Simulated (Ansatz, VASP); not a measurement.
## Two plane-wave programs on SrTiC

Contents of INCAR:

```
SYSTEM = SrTiC
PREC     = Accurate       ! precision mode
ENCUT    = 600            ! plane-wave cutoff, eV
EDIFF    = 1E-7           ! SCF threshold, eV
ISMEAR   = 0              ! smearing method
SIGMA    = 0.1            ! smearing width, eV
LREAL    = .False.        ! projectors in reciprocal space
LASPH    = .True.         ! aspherical terms in the spheres
NELM     = 60             ! most SCF steps
ALGO     = Normal         ! electronic algorithm
ISIF     = 3              ! what is computed and relaxed
LWAVE    = .False.        ! write WAVECAR
LCHARG   = .False.        ! write CHGCAR
GGA      = PE             ! functional
IBRION   = 2              ! ionic algorithm
NSW      = 100            ! ionic steps
EDIFFG   = -0.01          ! ionic threshold
```

The input KPOINTS:

```
Automatic mesh
0
Gamma
  14 14 8
  0 0 0
```

File POSCAR:

```
SrTiC
1.0
    3.1017983341      0.0000000000      0.0000000000
    0.0000000000      3.1017983341      0.0000000000
    0.0000000000      0.0000000000      5.6043917960
Sr Ti C
1 1 1
Direct
    0.5000000000      0.5000000000      0.0000000000
    0.0000000000      0.0000000000      0.5000000000
    0.5000000000      0.5000000000      0.5000000000
```

Input for Ansatz:

```yaml
crystal:
  lattice:
    - [3.1017983341, 0.0, 0.0]
    - [0.0, 3.1017983341, 0.0]
    - [0.0, 0.0, 5.604391796]
  atoms:
    - { symbol: Sr, position: [0.5, 0.5, 0.0] }
    - { symbol: Ti, position: [0.0, 0.0, 0.5] }
    - { symbol: C, position: [0.5, 0.5, 0.5] }
basis:
  ecutwfc: 420
kpoints:
  mp_grid: { grid: [14, 14, 8] }
hamiltonian:
  xc: pbe
scf:
  occupations: { method: gaussian, width: 0.1 }
output:
  forces: true
  stress: true
  eigenvalues: true
relax:
  adjacent_minimum: "off"
  f_tol: 0.01
  max_steps: 80
  cell: { stress_tol: 0.05 }
```

Alike in both runs: task relaxation of cell and atoms; functional PBE; k mesh 14 × 14 × 8; occupations gaussian, width 0.1 eV; no spin polarisation.

|  | VASP | Ansatz |
| --- | --- | --- |
| version | VASP 6.6.1 | Ansatz 0.2.0 |
| potentials or method | VASP PAW PBE potentials, release 64 (Sr_sv, Ti_sv, C), cutoff 600 eV | scalar-relativistic, plane waves, PAW |
| valence electrons in the cell | 26 | 26 |

VASP gave:

```
gap on the k mesh at the Fermi level, each at its own relaxed structure (eV) : none
relaxed volume (Å³/atom)                                                     : 18.02
relaxed cell length with the largest relative difference (Å)                 : 5.606
```

Question: What did Ansatz give for the same quantities?

Answer: gap on the k mesh at the Fermi level, each at its own relaxed structure (eV): none; relaxed volume (Å³/atom): 17.97; relaxed cell length with the largest relative difference (Å): 5.599.

A gap of «none» marks a metal or a gap that the smearing closes.
